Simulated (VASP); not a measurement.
Ga9P8 (a cell with a defect): single point with PBE

Ga9P8 (a cell with a defect):

```
Ga P
1.0
     0.00000    5.50512   -5.50512
     5.50512    5.50512    0.00000
     5.50512    0.00000   -5.50512
Ga P
9 8
Cartesian
  2.7441 5.4938 -2.7437
  -0.0103 2.7433 -2.6704
  2.6698 8.2476 -5.4959
  -0.0109 5.5685 -5.4941
  5.4957 5.4249 -5.4960
  2.8158 2.7437 -5.4959
  5.4965 8.2490 -8.3206
  2.7425 5.4989 -8.2479
  5.4940 8.2509 -5.4947
  4.1108 4.1292 -4.1104
  6.9094 6.8362 -4.0825
  4.0818 6.8365 -6.9097
  6.9101 9.6637 -6.9093
  6.8811 4.1290 -6.8815
  9.6147 6.8618 -6.8817
  6.8817 6.8619 -9.6145
  9.5852 9.6633 -9.5853
```

| Property | Result |
| --- | --- |
| Program | VASP 6.6.1 |
| Task | single point |
| Functional | PBE |
| Potentials or basis | VASP PAW PBE potentials, release 64 (Ga_d, P) |
| Cutoff | 520 eV |
| k mesh | 2 × 2 × 2 |
| Occupations | gaussian, width 0.02 eV |
| Spin | no spin polarisation |

The pressure is 5.6 GPa, the largest force is 0.012 eV/Å and the band gap on the k mesh is zero (an odd number of electrons rules out a gap without spin polarisation).

Forces in eV/Å, atoms in the order of the input:
```
Ga  -0.005  0.004  0.003
Ga   0.003  0.002  0.008
Ga  -0.009  0.008  0.002
Ga   0.005  0.003 -0.004
Ga   0.002 -0.009 -0.003
Ga   0.005  0.002 -0.003
Ga   0.003  0.003 -0.005
Ga  -0.003 -0.005  0.002
Ga   0.006  0.003 -0.004
P    0.005 -0.006 -0.006
P    0.000 -0.003  0.003
P    0.002 -0.008 -0.002
P   -0.006 -0.001  0.003
P   -0.003 -0.002  0.004
P    0.002  0.005  0.005
P   -0.003  0.003 -0.001
P   -0.003  0.000 -0.002
```

Levels at points of the mesh, in eV from the Fermi level:
| k point | band 75 | band 76 | band 77 | band 78 | band 79 | band 80 | band 81 | band 82 |
| --- | --- | --- | --- | --- | --- | --- | --- | --- |
| (0.00, 0.00, 0.00) | -2.53 | -1.56 | -1.56 | -1.56 | -0.19 | -0.19 | -0.19 | 0.00 |
| (0.50, 0.00, 0.00) | -2.24 | -2.20 | -2.19 | -1.40 | 0.10 | 0.58 | 0.62 | 0.62 |
| (0.00, 0.50, 0.00) | -2.24 | -2.20 | -2.20 | -1.39 | 0.10 | 0.58 | 0.62 | 0.62 |
| (0.00, 0.00, 0.50) | -2.24 | -2.20 | -2.19 | -1.40 | 0.10 | 0.58 | 0.62 | 0.62 |
| (0.50, 0.50, 0.50) | -2.24 | -2.20 | -2.19 | -1.40 | 0.11 | 0.59 | 0.62 | 0.62 |
| (0.50, 0.50, 0.00) | -2.85 | -2.65 | -2.64 | -0.74 | 0.35 | 0.83 | 1.24 | 1.34 |
| (0.00, 0.50, 0.50) | -2.85 | -2.65 | -2.63 | -0.74 | 0.34 | 0.83 | 1.24 | 1.34 |
| (0.50, 0.00, 0.50) | -2.85 | -2.65 | -2.64 | -0.74 | 0.35 | 0.83 | 1.24 | 1.34 |

Wall time 16 min on 1 thread of Intel Xeon 8259CL (shared host), peak memory 0.56 GiB.

Caveat: the k points lie up to 0.49 Å⁻¹ apart, too coarse for converged energies and pressures of a metal.
